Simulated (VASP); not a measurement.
# ZrSi3 in VASP: a series of runs, part 2 of 2

VASP 6.6.1. Earlier steps stand in the parts before.

### 4 Single point, PBEsol+U

This run uses another cell than the first one, of 15.42 Å³/atom.

File INCAR:

```
SYSTEM = ZrSi3
PREC = Accurate ; ENCUT = 520
EDIFF = 1E-6 ; ISMEAR = 0
SIGMA = 0.05 ; LREAL = .FALSE.
LASPH = .TRUE. ; NELM = 150
ALGO = Normal ; ISIF = 2
LWAVE = .FALSE. ; LCHARG = .TRUE.
LMAXMIX = 4 ; LDAU = .TRUE.
LDAUTYPE = 2 ; LDAUL = 2 -1
LDAUU = 6 0 ; LDAUJ = 0 0
LDAUPRINT = 1 ; GGA = PS
LELF = .TRUE. ; LVHAR = .TRUE.
NBANDS = 20
```

File KPOINTS:

```
Automatic mesh
0
G
  8 8 8
  0 0 0
```

File POSCAR:

```
ZrSi3
1.0
    3.9507739786      0.0000000000      0.0000000000
    0.0000000000      3.9507739786      0.0000000000
    0.0000000000      0.0000000000      3.9507739786
Zr Si
1 3
Direct
    0.0000000000      0.0000000000      0.0000000000
    0.0000000000      0.5000000000      0.5000000000
    0.5000000000      0.5000000000      0.0000000000
    0.5000000000      0.0000000000      0.5000000000
```

Potentials or basis: VASP PAW PBE potentials, release 64 (Zr_sv, Si).

The run is started by

```console
cat potpaw_PBE.64/Zr_sv/POTCAR potpaw_PBE.64/Si/POTCAR > POTCAR
mpirun -np 1 vasp_std > vasp.out
```

OUTCAR:

```text
SYSTEM = ZrSi3
   PREC = Accurate
   ENCUT = 520
   EDIFF = 1E-6
   ISMEAR = 0
   LREAL = .FALSE.
   LASPH = .TRUE.
   NELM = 150
   ISIF = 2
   GGA = PS

 ion  position               nearest neighbor table
   1  0.000  0.000  0.000-   2 2.79   3 2.79   4 2.79   2 2.79   4 2.79   2 2.79   3 2.79   2 2.79
                             3 2.79   4 2.79   4 2.79   3 2.79
   2  0.000  0.500  0.500-   1 2.79   3 2.79   4 2.79   1 2.79   3 2.79   1 2.79   4 2.79   1 2.79
                             3 2.79   4 2.79   3 2.79   4 2.79
   3  0.500  0.500  0.000-   1 2.79   2 2.79   4 2.79   2 2.79   4 2.79   1 2.79   4 2.79   4 2.79
                             1 2.79   2 2.79   2 2.79   1 2.79
   4  0.500  0.000  0.500-   1 2.79   2 2.79   3 2.79   1 2.79   3 2.79   2 2.79   3 2.79   3 2.79
                             1 2.79   2 2.79   1 2.79   2 2.79

  LATTYP: Found a simple cubic cell.
 ALAT       =     3.9507739786

  Lattice vectors:

 A1 = (   3.9507739786,   0.0000000000,   0.0000000000)
 A2 = (   0.0000000000,   3.9507739786,   0.0000000000)
 A3 = (   0.0000000000,   0.0000000000,   3.9507739786)

Analysis of symmetry for initial positions (statically):
=====================================================================
 Subroutine PRICEL returns:
 Original cell was already a primitive cell.

 Routine SETGRP: Setting up the symmetry group for a
 simple cubic supercell.

 Subroutine GETGRP returns: Found 48 space group operations
 (whereof 48 operations were pure point group operations)
 out of a pool of 48 trial point group operations.

The static configuration has the point symmetry O_h .

Analysis of symmetry for dynamics (positions and initial velocities):
=====================================================================
 Subroutine PRICEL returns:
 Original cell was already a primitive cell.

 Routine SETGRP: Setting up the symmetry group for a
 simple cubic supercell.

 Subroutine GETGRP returns: Found 48 space group operations
 (whereof 48 operations were pure point group operations)
 out of a pool of 48 trial point group operations.

The dynamic configuration has the point symmetry O_h .

 Subroutine INISYM returns: Found 48 space group operations
 (whereof 48 operations are pure point group operations),
 and found     1 'primitive' translations

----------------------------------------------------------------------------------------

                                     Primitive cell

  volume of cell :      61.6661

  direct lattice vectors                    reciprocal lattice vectors
     3.950773979  0.000000000  0.000000000     0.253114961  0.000000000  0.000000000
     0.000000000  3.950773979  0.000000000     0.000000000  0.253114961  0.000000000
     0.000000000  0.000000000  3.950773979     0.000000000  0.000000000  0.253114961

  length of vectors
     3.950773979  3.950773979  3.950773979     0.253114961  0.253114961  0.253114961

  position of ions in fractional coordinates (direct lattice)
     0.000000000  0.000000000  0.000000000
     0.000000000  0.500000000  0.500000000
     0.500000000  0.500000000  0.000000000
[... 102 lines left out ...]
  Fermi-wavevector in a.u.,A,eV,Ry     =   1.195262  2.258717 19.437976  1.428651
  Thomas-Fermi vector in A             =   2.331232
   LORBIT       =      0    0 simple, 1 ext, 2 COOP (PROOUT), +10 PAW based schemes
 LDA+U is selected, type is set to LDAUTYPE =  2
   angular momentum for each species LDAUL =     2   -1
   U (eV)           for each species LDAUU =   6.0  0.0
   J (eV)           for each species LDAUJ =   0.0  0.0
   GGA     = PS    functional components
   LHFCALC =     F    Hartree Fock is set to
   AEXX    =    0.0000 exact exchange contribution
   IVDW    =     0    specifies the selected vdW correction
   LEPSILON=     F    determine dielectric tensor
   LRPA    =     F    only Hartree local field effects (RPA)
 non-spin polarized calculation
 Gauss-broadening in eV      SIGMA  =   0.05
  energy-cutoff  :      520.00
  volume of cell :       61.67
 maximum number of plane-waves:      1682
 NGX is ok and might be reduce to    30
   NGX = 15   NGY = 15   NGZ = 15

atom =   1  type =  1  l = 2

 onsite density matrix

spin component  1

  0.1689 -0.0000  0.0000  0.0000  0.0000
 -0.0000  0.1689  0.0000  0.0000 -0.0000
  0.0000  0.0000  0.1271  0.0000  0.0000
  0.0000  0.0000  0.0000  0.1689  0.0000
  0.0000 -0.0000  0.0000  0.0000  0.1271

spin component  2

  0.1689 -0.0000  0.0000  0.0000  0.0000
 -0.0000  0.1689  0.0000  0.0000 -0.0000
  0.0000  0.0000  0.1271  0.0000  0.0000
  0.0000  0.0000  0.0000  0.1689  0.0000
  0.0000 -0.0000  0.0000  0.0000  0.1271

 occupancies and eigenvectors

  o =  0.1271  v =  0.0000 -0.0000  0.0116  0.0000 -0.9999  0.0000  0.0000  0.0000  0.0000  0.0000      0.0000  0.0000  0.0000  0.0000  0.0000  0.0000  0.0000  0.0000  0.0000  0.0000
  o =  0.1271  v =  0.0000  0.0000  0.0000  0.0000  0.0000  0.0000 -0.0000  0.0116  0.0000 -0.9999      0.0000  0.0000  0.0000  0.0000  0.0000  0.0000  0.0000  0.0000  0.0000  0.0000
  o =  0.1271  v =  0.0000  0.0000  0.0000  0.0000  0.0000  0.0000  0.0000  0.9999 -0.0000  0.0116      0.0000  0.0000  0.0000  0.0000  0.0000  0.0000  0.0000  0.0000  0.0000  0.0000
  o =  0.1271  v =  0.0000  0.0000  0.9999 -0.0000  0.0116  0.0000  0.0000  0.0000  0.0000  0.0000      0.0000  0.0000  0.0000  0.0000  0.0000  0.0000  0.0000  0.0000  0.0000  0.0000
  o =  0.1689  v =  0.0000  0.0000  0.0000  0.0000  0.0000  0.0000  0.2702  0.0000  0.9628  0.0000      0.0000  0.0000  0.0000  0.0000  0.0000  0.0000  0.0000  0.0000  0.0000  0.0000
  o =  0.1689  v =  0.0000  0.2702  0.0000  0.9628  0.0000  0.0000  0.0000  0.0000  0.0000  0.0000      0.0000  0.0000  0.0000  0.0000  0.0000  0.0000  0.0000  0.0000  0.0000  0.0000
  o =  0.1689  v =  1.0000  0.0000  0.0000  0.0000  0.0000  0.0000  0.0000  0.0000  0.0000  0.0000      0.0000  0.0000  0.0000  0.0000  0.0000  0.0000  0.0000  0.0000  0.0000  0.0000
  o =  0.1689  v =  0.0000  0.0000  0.0000  0.0000  0.0000  1.0000  0.0000  0.0000  0.0000  0.0000      0.0000  0.0000  0.0000  0.0000  0.0000  0.0000  0.0000  0.0000  0.0000  0.0000
  o =  0.1689  v =  0.0000 -0.9628  0.0000  0.2702  0.0000  0.0000  0.0000  0.0000  0.0000  0.0000      0.0000  0.0000  0.0000  0.0000  0.0000  0.0000  0.0000  0.0000  0.0000  0.0000
  o =  0.1689  v =  0.0000  0.0000  0.0000  0.0000  0.0000  0.0000 -0.9628  0.0000  0.2702  0.0000      0.0000  0.0000  0.0000  0.0000  0.0000  0.0000  0.0000  0.0000  0.0000  0.0000

 number of electron      23.9999999 magnetization

 Free energy of the ion-electron system (eV)
  ---------------------------------------------------
  ext. energy  EPLUGINS =         0.00000000
  ---------------------------------------------------
  free energy    TOTEN  =       -23.11257186 eV

  energy without entropy =      -23.11055540  energy(sigma->0) =      -23.11156363

 E-fermi :  11.3303     XC(G=0): -11.5863

 val. band max:       11.3037489748   @ k =   0.0000   0.0000   0.0000
 cond. band min:      11.3507902179   @ k =   0.2500   0.2500   0.2500
 fundamental gap:      0.0470412431
 Fermi energy:        11.3302606092

 k-point     1 :       0.0000    0.0000    0.0000
  band No.  band energies     occupation
      1     -39.4015      2.00000
      2     -17.4637      2.00000
      3     -17.4637      2.00000
      4     -17.4637      2.00000
      5      -2.0975      2.00000
      6       5.2944      2.00000
[... 541 lines left out ...]
     19      16.7748      0.00000
     20      17.9973      0.00000

 [... further k-points ...]

------------------------ aborting loop because EDIFF is reached ----------------------------------------

  FORCE on cell =-STRESS in cart. coord.  units (eV):
  Direction    XX          YY          ZZ          XY          YZ          ZX
  --------------------------------------------------------------------------------------
  -------------------------------------------------------------------------------------
  Total        2.9658753      2.9658753      2.9658753      0.0000000      0.0000000      0.0000000
  in kB       77.0578548     77.0578548     77.0578548      0.0000000      0.0000000      0.0000000
  external PRESSURE =      77.0578548 kB  Pullay stress =       0.0000000 kB

 VOLUME and BASIS-vectors are now :
 -----------------------------------------------------------------------------
  energy-cutoff  :      520.00
  volume of cell :       61.67
      direct lattice vectors                 reciprocal lattice vectors
     3.950773979  0.000000000  0.000000000     0.253114961  0.000000000  0.000000000
     0.000000000  3.950773979  0.000000000     0.000000000  0.253114961  0.000000000
     0.000000000  0.000000000  3.950773979     0.000000000  0.000000000  0.253114961

 POSITION                                       TOTAL-FORCE (eV/Angst)
 -----------------------------------------------------------------------------------
      0.00000      0.00000      0.00000         0.000000      0.000000      0.000000
      0.00000      1.97539      1.97539         0.000000      0.000000      0.000000
      1.97539      1.97539      0.00000         0.000000      0.000000      0.000000
      1.97539      0.00000      1.97539         0.000000      0.000000      0.000000
 -----------------------------------------------------------------------------------
    total drift:                                0.000000     -0.000000      0.000000

  FREE ENERGIE OF THE ION-ELECTRON SYSTEM (eV)
  ---------------------------------------------------
  free  energy   TOTEN  =       -23.1125718560 eV

  energy  without entropy=      -23.1105553955  energy(sigma->0) =      -23.11156363
```

Wall time 47 s (1 thread of Intel Xeon 8259CL, shared host); peak memory 0.19 GiB.

Results:

- Free energy: -23.1126 eV
- Pressure: 7.7 GPa
- Band gap on the k mesh: zero (bands 12 and 13 overlap by 2.36 eV)

Eigenvalues of the final occupation matrices:
| site | spin | trace | eigenvalues |
| --- | --- | --- | --- |
| site 1 d | 1 | 0.76 | 0.13 0.13 0.17 0.17 0.17 |
| site 1 d | 2 | 0.76 | 0.13 0.13 0.17 0.17 0.17 |

Caveat: the cell stands under pressure; the PAW data sets were made with another functional, which shifts forces and pressure a little; U without spin polarisation on a metal has little footing; the U is typed as a test and isn't derived for this compound.

### 5 Single point, PBEsol+U

This run uses another cell than the first one, of 15.42 Å³/atom.

File INCAR:

```
  PREC = Accurate
  ENCUT = 520
  EDIFF = 1E-6
  ISMEAR = 0
  SIGMA = 0.05
  LREAL = F
  LASPH = T
  NELM = 150
  ALGO = Normal
  ISIF = 2
  LWAVE = F
  LCHARG = T
  LMAXMIX = 4
  LDAU = T
  LDAUTYPE = 2
  LDAUL = 2 -1
  LDAUU = 1 0
  LDAUJ = 0 0
  LDAUPRINT = 1
  GGA = PS
  LELF = T
  LVHAR = T
  NBANDS = 20
```

File KPOINTS:

```
Automatic mesh
0
Gamma
  8 8 8
```

POSCAR is that of step 4.

The run is started by

```console
cat potpaw_PBE.64/Zr_sv/POTCAR potpaw_PBE.64/Si/POTCAR > POTCAR
mpirun -np 1 vasp_std > vasp.out
```

Wall time 38 s (1 thread of Intel Xeon 8259CL, shared host); peak memory 0.19 GiB.

The run converged. Its results:

```yaml
Free_energy: -26.5710 eV
Pressure: 1.3 GPa
Band_gap_on_the_k_mesh: zero (bands 12 and 13 overlap by 2.42 eV)
```

Levels at points of the mesh, in eV from the Fermi level:
| k point | band 9 | band 10 | band 11 | band 12 | band 13 | band 14 | band 15 | band 16 |
| --- | --- | --- | --- | --- | --- | --- | --- | --- |
| (0.00, 0.00, 0.00) | -4.13 | -4.13 | -0.25 | -0.25 | -0.25 | 0.41 | 2.09 | 2.09 |
| (0.50, 0.00, 0.00) | -4.02 | -3.57 | -1.00 | -1.00 | -0.19 | 0.24 | 0.58 | 2.73 |
| (0.50, 0.50, 0.00) | -3.13 | -3.13 | -1.17 | -1.00 | 0.78 | 0.78 | 1.14 | 1.42 |
| (0.50, 0.50, 0.50) | -4.82 | -4.82 | -4.82 | 0.43 | 1.84 | 1.84 | 3.62 | 3.62 |

Eigenvalues of the final occupation matrices:
```
    site  spin  trace               eigenvalues
site 1 d     1   0.90  0.15 0.15 0.20 0.20 0.20
site 1 d     2   0.90  0.15 0.15 0.20 0.20 0.20
```

Caveat: the PAW data sets were made with another functional, which shifts forces and pressure a little; U without spin polarisation on a metal has little footing; the U is typed as a test and isn't derived for this compound.

### 6 Single point, PBEsol

This run uses another cell than the first one, of 15.42 Å³/atom.

File INCAR:

```
PREC = Accurate
ENCUT = 520
EDIFF = 1E-6
ISMEAR = 0
SIGMA = 0.05
LREAL = False
LASPH = True
NELM = 80
ALGO = Normal
ISIF = 2
LWAVE = False
LCHARG = False
GGA = PS
NBANDS = 20
```

KPOINTS is that of step 5.

Edit POSCAR of step 5 so:

```diff
@@ -2,5 +2,5 @@
 1.0
-    3.9507739786      0.0000000000      0.0000000000
+    3.9507739786      0.0000000000     -0.0197538699
     0.0000000000      3.9507739786      0.0000000000
-    0.0000000000      0.0000000000      3.9507739786
+   -0.0197538699      0.0000000000      3.9507739786
 Zr Si
```

Potentials or basis: VASP PAW PBE potentials, release 64 (Zr_sv, Si).

The run is started by

```console
cat potpaw_PBE.64/Zr_sv/POTCAR potpaw_PBE.64/Si/POTCAR > POTCAR
mpirun -np 1 vasp_std > vasp.out
```

Run time: 99 s. Hardware: 1 thread of Intel Xeon 8259CL, shared host; peak memory 0.25 GiB.

Results (log left out):

* Free energy: -27.3176 eV
* Pressure: 0.2 GPa
* Band gap on the k mesh: zero (bands 12 and 13 overlap by 2.44 eV)

Stress tensor (GPa, compression positive):
```
0.16 0.00 0.38
0.00 0.14 0.00
0.38 0.00 0.16
```

Levels at points of the mesh, in eV from the Fermi level:
| k point | band 9 | band 10 | band 11 | band 12 | band 13 | band 14 | band 15 | band 16 |
| --- | --- | --- | --- | --- | --- | --- | --- | --- |
| (0.00, 0.00, 0.00) | -4.09 | -4.05 | -0.29 | -0.29 | -0.28 | 0.46 | 2.05 | 2.13 |
| (0.50, 0.00, 0.00) | -4.04 | -3.55 | -0.96 | -0.96 | -0.16 | 0.20 | 0.55 | 2.69 |
| (0.00, 0.50, 0.00) | -4.04 | -3.54 | -0.98 | -0.94 | -0.16 | 0.18 | 0.56 | 2.58 |
| (0.50, 0.50, 0.00) | -3.14 | -3.14 | -1.15 | -0.99 | 0.82 | 0.82 | 1.10 | 1.34 |
| (0.50, 0.00, 0.50) | -3.17 | -3.11 | -1.15 | -1.00 | 0.77 | 0.87 | 1.10 | 1.33 |
| (0.50, 0.50, 0.50) | -4.82 | -4.77 | -4.72 | 0.53 | 1.74 | 1.75 | 3.53 | 3.56 |

Caveat: the PAW data sets were made with another functional, which shifts forces and pressure a little.

### 7 Summary

| level | U | cell | gap on the mesh (eV) | pressure (GPa) |
| --- | --- | --- | --- | --- |
| PBEsol | - | a = 3.977 Å, 4 atoms | none | -2.2 |
| PBEsol | - | a = 4.003 Å, 4 atoms | none | -4.4 |
| PBEsol+U | Zr d U = 6.0 eV | a = 3.951 Å, 4 atoms | none | 7.7 |
| PBEsol+U | Zr d U = 1.0 eV | a = 3.951 Å, 4 atoms | none | 1.3 |
| PBEsol | - | a = 3.951 Å, angles 90.0, 90.6, 90.0°, 4 atoms | none | 0.2 |

Alike in all rows: task single point; potentials or basis VASP PAW PBE potentials, release 64 (Zr_sv, Si); no spin polarisation; k mesh 8 × 8 × 8; cutoff (eV) 520; smearing gaussian 0.05 eV.

Caveats: the PAW data sets were made with another functional, which shifts forces and pressure a little; U without spin polarisation on a metal has little footing (at least some runs); the U is typed as a test and isn't derived for this compound (at least some runs); the cell stands under tension (at least some runs); the cell stands under pressure (at least some runs).

Absolute energies hang on the potentials; compare differences alone.

The gap in the log of VASP goes by the Fermi energy; the results here count the filled bands.